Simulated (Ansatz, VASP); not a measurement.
Two plane-wave programs on Al

```
CELL_PARAMETERS angstrom
2.85094 0.00000 0.00000
-1.42547 2.46898 0.00000
0.00000 0.00000 4.63625
ATOMIC_POSITIONS crystal
Al 0.33333 0.66667 0.25000
Al 0.66667 0.33333 0.75000
```

Alike in both runs: functional PBEsol; k mesh 18 × 18 × 10; occupations gaussian, width 0.1 eV; no spin polarisation.

Ansatz relaxed the structure, and its values are those at the end. VASP's run is a single point on that final structure, the one shown.

|  | VASP | Ansatz |
| --- | --- | --- |
| version | VASP 6.6.1 | Ansatz 0.2.0 |
| potentials or method | VASP PAW PBE potentials, release 64 (Al), cutoff 520 eV | scalar-relativistic, plane waves, PAW |
| valence electrons in the cell | 6 | 6 |

```csv
,VASP,Ansatz,Ansatz less VASP
gap on the k mesh at the Fermi level (eV),none,none,-
pressure (GPa),0.0,0.0,-0.06
```

VASP's potentials were made for PBE, not for PBEsol. A gap of «none» marks a metal or a gap that the smearing closes.
